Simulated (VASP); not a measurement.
# Zn (P6_3/mmc) in VASP: further runs

Zn is run at these levels: r2SCAN+rVV10; tasks: single point.

Program: VASP 6.6.1. These are calculated values, not measurements. Logs are shortened: lines on timing, memory, paths and dates and some standing lists are left out, and cuts for length are marked.

## 1. The cell of the first run

Symmetry: P6_3/mmc, No. 194, hexagonal system. The conventional cell has a = 2.614 Å, b = 2.614 Å, c = 4.873 Å, α = 90.00°, β = 90.00°, γ = 120.00°. Within 3.4 Å of Zn (site symmetry -6m2) lie 12 Zn at 2.61 to 2.87 Å.

## 2. Single point, r2SCAN+rVV10

POSCAR

```
Zn
1.0
    2.6143598000      0.0000000000      0.0000000000
   -1.3071799000      2.2641020000      0.0000000000
    0.0000000000      0.0000000000      4.8731610200
Zn
2
Direct
    0.3333333300      0.6666666700      0.2500000000
    0.6666666700      0.3333333300      0.7500000000
```

INCAR.step1

```
SYSTEM = Zn
PREC     = Accurate       ! precision mode
ENCUT    = 520            ! plane-wave cutoff, eV
ISMEAR   = 0              ! smearing method
SIGMA    = 0.1            ! smearing width, eV
LREAL    = .False.        ! projectors in reciprocal space
LASPH    = .True.         ! aspherical terms in the spheres
NELM     = 60             ! most SCF steps
NBANDS   = 19             ! bands
GGA      = PE             ! functional
ALGO     = Normal         ! electronic algorithm
EDIFF    = 1E-4           ! SCF threshold, eV
LWAVE    = .True.         ! write WAVECAR
LCHARG   = .False.        ! write CHGCAR
```

INCAR.step2

```
SYSTEM = Zn
PREC     = Accurate       ! precision mode
ENCUT    = 520            ! plane-wave cutoff, eV
EDIFF    = 1E-7           ! SCF threshold, eV
ISMEAR   = 0              ! smearing method
SIGMA    = 0.1            ! smearing width, eV
LREAL    = .False.        ! projectors in reciprocal space
LASPH    = .True.         ! aspherical terms in the spheres
NELM     = 60             ! most SCF steps
ALGO     = Normal         ! electronic algorithm
ISIF     = 2              ! what is computed and relaxed
LWAVE    = .False.        ! write WAVECAR
LCHARG   = .True.         ! write CHGCAR
METAGGA  = R2SCAN         ! meta-GGA
LMIXTAU  = .True.       
LUSE_VDW = .True.       
IVDW_NL  = 2            
BPARAM   = 11.95        
CPARAM   = 0.0093       
LELF     = .True.         ! ELF
LVHAR    = .True.       
NBANDS   = 19             ! bands
ISTART   = 1
```

KPOINTS

```
regular mesh
0
Gamma
  9 9 4
  0 0 0
```

Potentials or basis: VASP PAW PBE potentials, release 64 (Zn).

Started as:

```bash
> cat potpaw_PBE.64/Zn/POTCAR > POTCAR
> cp INCAR.step1 INCAR
> mpirun -np 1 vasp_std > vasp.out
> cp INCAR.step2 INCAR
> mpirun -np 1 vasp_std > vasp.out
```

OUTCAR:

```text
SYSTEM = Zn
   PREC = Accurate
   ENCUT = 520
   EDIFF = 1E-7
   ISMEAR = 0
   LREAL = .False.
   LASPH = .True.
   NELM = 60
   ISIF = 2
   METAGGA = R2SCAN
   IVDW_NL = 2
   BPARAM = 11.95
   ISTART = 1

 ion  position               nearest neighbor table
   1  0.333  0.667  0.250-   2 2.87   2 2.87   2 2.87   2 2.87   2 2.87   2 2.87
   2  0.667  0.333  0.750-   1 2.87   1 2.87   1 2.87   1 2.87   1 2.87   1 2.87

  LATTYP: Found a hexagonal cell.
 ALAT       =     2.6143598000
 C/A-ratio  =     1.8639978399

  Lattice vectors:

 A1 = (   2.6143598000,   0.0000000000,   0.0000000000)
 A2 = (  -1.3071799000,   2.2641020000,   0.0000000000)
 A3 = (   0.0000000000,   0.0000000000,   4.8731610200)

Analysis of symmetry for initial positions (statically):
=====================================================================
 Subroutine PRICEL returns:
 Original cell was already a primitive cell.

 Routine SETGRP: Setting up the symmetry group for a
 hexagonal supercell.

 Subroutine GETGRP returns: Found 24 space group operations
 (whereof 12 operations were pure point group operations)
 out of a pool of 24 trial point group operations.

The static configuration has the point symmetry D_3d.
 The point group associated with its full space group is D_6h.

Analysis of symmetry for dynamics (positions and initial velocities):
=====================================================================
 Subroutine PRICEL returns:
 Original cell was already a primitive cell.

 Routine SETGRP: Setting up the symmetry group for a
 hexagonal supercell.

 Subroutine GETGRP returns: Found 24 space group operations
 (whereof 12 operations were pure point group operations)
 out of a pool of 24 trial point group operations.

The dynamic configuration has the point symmetry D_3d.
 The point group associated with its full space group is D_6h.

 Subroutine INISYM returns: Found 24 space group operations
 (whereof 12 operations are pure point group operations),
 and found     1 'primitive' translations

----------------------------------------------------------------------------------------

                                     Primitive cell

  volume of cell :      28.8451

  direct lattice vectors                    reciprocal lattice vectors
     2.614359800  0.000000000  0.000000000     0.382502822  0.220838107  0.000000000
    -1.307179900  2.264102000  0.000000000     0.000000000  0.441676214  0.000000000
     0.000000000  0.000000000  4.873161020     0.000000000  0.000000000  0.205205614

  length of vectors
     2.614359800  2.614359799  4.873161020     0.441676214  0.441676214  0.205205614

  position of ions in fractional coordinates (direct lattice)
     0.333333330  0.666666670  0.250000000
     0.666666670  0.333333330  0.750000000

  ion indices of the primitive-cell ions
   primitive index   ion index
                 1           1
                 2           2

----------------------------------------------------------------------------------------

 KPOINTS: regular mesh

Automatic generation of k-mesh.
 Grid dimensions read from file:
 generate k-points for:    9    9    4

 Generating k-lattice:

  Cartesian coordinates                     Fractional coordinates (reciprocal lattice)
     0.042500314  0.024537567  0.000000000     0.111111111  0.000000000  0.000000000
     0.000000000  0.049075135  0.000000000     0.000000000  0.111111111  0.000000000
     0.000000000  0.000000000  0.051301404     0.000000000  0.000000000  0.250000000

  Length of vectors
     0.049075135  0.049075135  0.051301404

  Shift w.r.t. Gamma in fractional coordinates (k-lattice)
     0.000000000  0.000000000  0.000000000

 Subroutine IBZKPT returns following result:
 ===========================================

 Found     36 irreducible k-points:

 Following reciprocal coordinates:
            Coordinates               Weight
  0.000000  0.000000  0.000000      1.000000
  0.111111 -0.000000  0.000000      6.000000
  0.222222 -0.000000  0.000000      6.000000
  0.333333 -0.000000  0.000000      6.000000
  0.444444 -0.000000  0.000000      6.000000
  0.111111  0.111111  0.000000      6.000000
[... 16 lines left out ...]
  0.333333  0.222222  0.250000     24.000000
  0.333333  0.333333  0.250000      4.000000
 [... further k-points ...]
   k-points           NKPTS =     36   k-points in BZ     NKDIM =     36   number of bands    NBANDS=     19
   number of dos      NEDOS =    301   number of ions     NIONS =      2
   total plane-waves  NPLWV =  14400
   dimension x,y,z NGX =    20 NGY =   20 NGZ =   36
   dimension x,y,z NGXF=    40 NGYF=   40 NGZF=   72
   ions per type =               2
   NGX,Y,Z   is equivalent  to a cutoff of  12.72, 12.72, 12.28 a.u.
   NGXF,Y,Z  is equivalent  to a cutoff of  25.44, 25.44, 24.56 a.u.
 SYSTEM =  Zn
   PREC   = accura    normal or accurate (medium, high low for compatibility)
   ISTART =      1    job   : 0-new  1-cont  2-samecut
   ICHARG =      0    charge: 1-file 2-atom 10-const
   ISPIN  =      1    spin polarized calculation?
   LNONCOLLINEAR =      F non collinear calculations
   LSORBIT =      F    spin-orbit coupling
   LASPH  =      T    aspherical Exc in radial PAW
   ENCUT  =  520.0 eV  38.22 Ry    6.18 a.u.   4.86  4.86  9.06*2*pi/ulx,y,z
   NELM   =     60;   NELMIN=  2; NELMDL=  0     # of ELM steps
   EDIFF  = 0.1E-06   stopping-criterion for ELM
   LREAL  =      F    real-space projection
   EDIFFG = 0.1E-05   stopping-criterion for IOM
   NSW    =      0    number of steps for IOM
   IBRION =     -1    ionic relax: 0-MD 1-quasi-New 2-CG
   NFREE  =      0    steps in history (QN), initial steepest desc. (CG)
   ISIF   =      2    stress and relaxation
   ISYM   =      2    0-nonsym 1-usesym 2-fastsym
   POTIM  = 0.5000    time-step for ionic-motion
   TEBEG  =    0.0;   TEEND  =   0.0 temperature during run
   PSTRESS=    0.0 pullay stress
   NELECT =      24.0000    total number of electrons
   NUPDOWN=      -1.0000    fix difference up-down
   EMIN   =  10.00;   EMAX   =-10.00  energy-range for DOS
   EFERMI =   0.00;   METHOD = LEGACY
   ISMEAR =     0;   SIGMA  =   0.10  broadening in eV -4-tet -1-fermi 0-gaus
   EFERMI_NEDOS =   21; number of points for ismear=-14 and -15
   IALGO  =     38    algorithm
   IMIX   =      4    mixing-type and parameters
     AMIX     =   0.40;   BMIX     =  1.00
     AMIX_MAG =   1.60;   BMIX_MAG =  1.00
  volume/ion in A,a.u.               =      14.42        97.33
  Fermi-wavevector in a.u.,A,eV,Ry     =   1.539765  2.909735 32.257744  2.370877
  Thomas-Fermi vector in A             =   2.645947
   LORBIT       =      0    0 simple, 1 ext, 2 COOP (PROOUT), +10 PAW based schemes
   METAGGA = R2SCAN    functional components
   LHFCALC =     F    Hartree Fock is set to
   AEXX    =    0.0000 exact exchange contribution
   IVDW_NL    =     2    kernel type
   BPARAM     =11.9500
   IVDW    =     0    specifies the selected vdW correction
   LEPSILON=     F    determine dielectric tensor
   LRPA    =     F    only Hartree local field effects (RPA)
 non-spin polarized calculation
 Gauss-broadening in eV      SIGMA  =   0.10
  energy-cutoff  :      520.00
  volume of cell :       28.85
 maximum number of plane-waves:       792
 NGX is ok and might be reduce to    20
   NGX =  9   NGY =  9   NGZ = 19

 number of electron      24.0000032 magnetization

 Free energy of the ion-electron system (eV)
  ---------------------------------------------------
  ext. energy  EPLUGINS =         0.00000000
  ---------------------------------------------------
  free energy    TOTEN  =       -17.08060826 eV

  energy without entropy =      -17.07565991  energy(sigma->0) =      -17.07813409

 E-fermi :   3.6155     XC(G=0): -12.9807

 val. band max:        3.4750471128   @ k =   0.3333   0.3333   0.0000
 cond. band min:       3.6337577656   @ k =   0.0000   0.0000   0.2500
 fundamental gap:      0.1587106529
 Fermi energy:         3.6155327057

 k-point     1 :       0.0000    0.0000    0.0000
  band No.  band energies     occupation
      1      -7.9744      2.00000
      2      -5.8793      2.00000
      3      -5.0460      2.00000
      4      -4.7769      2.00000
      5      -4.7768      2.00000
      6      -4.7209      2.00000
[... 11 lines left out ...]
     18      24.0570      0.00000
     19      24.1854      0.00000

 k-point     2 :       0.1111   -0.0000    0.0000
  band No.  band energies     occupation
      1      -7.5782      2.00000
      2      -5.7078      2.00000
      3      -5.0100      2.00000
      4      -4.8139      2.00000
      5      -4.7580      2.00000
      6      -4.6821      2.00000
[... 11 lines left out ...]
     18      22.2087      0.00000
     19      24.3129      0.00000

 k-point     3 :       0.2222   -0.0000    0.0000
  band No.  band energies     occupation
      1      -6.4867      2.00000
      2      -5.4220      2.00000
      3      -4.9523      2.00000
      4      -4.8713      2.00000
      5      -4.8490      2.00000
      6      -4.6243      2.00000
[... 11 lines left out ...]
     18      20.3010      0.00000
     19      20.3986      0.00000

 k-point     4 :       0.3333   -0.0000    0.0000
  band No.  band energies     occupation
      1      -5.6227      2.00000
      2      -5.4622      2.00000
      3      -5.1741      2.00000
      4      -4.7779      2.00000
      5      -4.6888      2.00000
      6      -4.5576      2.00000
[... 407 lines left out ...]
     18      16.7572      0.00000
     19      18.8775      0.00000

 k-point    23 :       0.3333    0.2222    0.2500
  band No.  band energies     occupation
      1      -5.2888      2.00000
      2      -5.1985      2.00000
      3      -5.0396      2.00000
      4      -4.9909      2.00000
      5      -4.8330      2.00000
      6      -4.5551      2.00000
[... 11 lines left out ...]
     18      14.3773      0.00000
     19      17.6827      0.00000

 k-point    24 :       0.3333    0.3333    0.2500
  band No.  band energies     occupation
      1      -5.1150      2.00000
      2      -5.0445      2.00000
      3      -5.0444      2.00000
      4      -4.9111      2.00000
      5      -4.7892      2.00000
      6      -4.7892      2.00000
[... 11 lines left out ...]
     18      13.7045      0.00000
     19      14.8553      0.00000

 [... further k-points ...]

------------------------ aborting loop because EDIFF is reached ----------------------------------------

  FORCE on cell =-STRESS in cart. coord.  units (eV):
  Direction    XX          YY          ZZ          XY          YZ          ZX
  --------------------------------------------------------------------------------------
  -------------------------------------------------------------------------------------
  Total       -0.1107501     -0.1107501     -0.4076209      0.0000000      0.0000000      0.0000000
  in kB       -6.1515238     -6.1515238    -22.6409655      0.0000000      0.0000000      0.0000000
  external PRESSURE =     -11.6480044 kB  Pullay stress =       0.0000000 kB

 VOLUME and BASIS-vectors are now :
 -----------------------------------------------------------------------------
  energy-cutoff  :      520.00
  volume of cell :       28.85
      direct lattice vectors                 reciprocal lattice vectors
     2.614359800  0.000000000  0.000000000     0.382502822  0.220838107  0.000000000
    -1.307179900  2.264102000  0.000000000     0.000000000  0.441676214  0.000000000
     0.000000000  0.000000000  4.873161020     0.000000000  0.000000000  0.205205614

 POSITION                                       TOTAL-FORCE (eV/Angst)
 -----------------------------------------------------------------------------------
     -0.00000      1.50940      1.21829        -0.000000      0.000000      0.000000
      1.30718      0.75470      3.65487         0.000000     -0.000000      0.000000
 -----------------------------------------------------------------------------------
    total drift:                               -0.000001      0.000000      0.000000

  FREE ENERGIE OF THE ION-ELECTRON SYSTEM (eV)
  ---------------------------------------------------
  free  energy   TOTEN  =       -17.0806082590 eV

  energy  without entropy=      -17.0756599125  energy(sigma->0) =      -17.07813409
```

It took 77 s on 1 thread of Intel Xeon Platinum 8488C (Sapphire Rapids), shared host; peak memory 0.22 GiB.

What came out:

```
Free energy            : -17.0806 eV
Pressure               : -1.2 GPa
Band gap on the k mesh : zero (band 12 reaches 4.28 eV, above the bottom of band 13 at 0.22 eV)
```

Stress tensor (GPa, compression positive):
```
-0.62  0.00  0.00
 0.00 -0.62  0.00
 0.00  0.00 -2.26
```

Levels at points of the mesh, in eV from the Fermi level:
```
           k point  band 10  band 11  band 12  band 13  band 14  band 15
(0.00, 0.00, 0.00)    -7.74    -7.74    -4.39    -3.40    14.47    18.08
(0.00, 0.00, 0.50)    -7.83    -7.83    -7.83     4.65     4.65    20.45
```

Caveat: the PAW data sets were made with another functional, which shifts forces and pressure a little.

## 3. Single point, r2SCAN+rVV10

This run uses another cell than the first one, of 14.26 Å³/atom, 0.989 times its volume.

POSCAR

```
Zn
1.0
    2.5890351457      0.0000000000      0.0000000000
   -1.2945175729      2.2421702075      0.0000000000
    0.0000000000      0.0000000000      4.9145839975
Zn
2
Direct
    0.3333333333      0.6666666667      0.2500000000
    0.6666666667      0.3333333333      0.7500000000
```

INCAR.step1

```
SYSTEM = Zn
ALGO = Normal
EDIFF = 1E-4
ENCUT = 520
GGA = PE
ISMEAR = 0
LASPH = .TRUE.
LCHARG = .FALSE.
LREAL = .FALSE.
LWAVE = .TRUE.
NBANDS = 19
NELM = 60
PREC = Accurate
SIGMA = 0.1
```

INCAR.step2

```
SYSTEM = Zn
ALGO = Normal
BPARAM = 11.95
CPARAM = 0.0093
EDIFF = 1E-7
ENCUT = 520
ISIF = 2
ISMEAR = 0
ISTART = 1
IVDW_NL = 2
LASPH = .TRUE.
LCHARG = .FALSE.
LMIXTAU = .TRUE.
LREAL = .FALSE.
LUSE_VDW = .TRUE.
LWAVE = .FALSE.
METAGGA = R2SCAN
NBANDS = 19
NELM = 60
PREC = Accurate
SIGMA = 0.1
```

KPOINTS

```
k-points
0
G
  18 18 10
  0 0 0
```

Potentials or basis: VASP PAW PBE potentials, release 64 (Zn).

Started as:

```bash
> cat potpaw_PBE.64/Zn/POTCAR > POTCAR
> cp INCAR.step1 INCAR
> mpirun -np 1 vasp_std > vasp.out
> cp INCAR.step2 INCAR
> mpirun -np 1 vasp_std > vasp.out
```

Run time: 5.1 min. Hardware: 1 thread of Intel Xeon Platinum 8488C (Sapphire Rapids), shared host; peak memory 0.29 GiB.

It converged, with:

| Quantity | Value |
| --- | --- |
| Free energy | -17.1309 eV |
| Pressure | 0.6 GPa |
| Band gap on the k mesh | zero (band 12 reaches 5.20 eV, above the bottom of band 13 at 0.08 eV) |

Stress tensor (GPa, compression positive):
```
0.83 0.00 0.00
0.00 0.83 0.00
0.00 0.00 0.28
```

Levels at points of the mesh, in eV from the Fermi level:
```
           k point  band 10  band 11  band 12  band 13  band 14  band 15
(0.00, 0.00, 0.00)    -7.47    -7.47    -4.23    -3.33    14.18    17.97
(0.50, 0.00, 0.00)    -7.22    -3.12    -2.15     2.86     3.85     4.74
(0.00, 0.00, 0.50)    -7.56    -7.56    -7.56     4.61     4.61    21.28
(0.50, 0.00, 0.50)    -7.23    -2.16    -2.16     0.51     0.51    10.91
```

Caveat: the PAW data sets were made with another functional, which shifts forces and pressure a little.
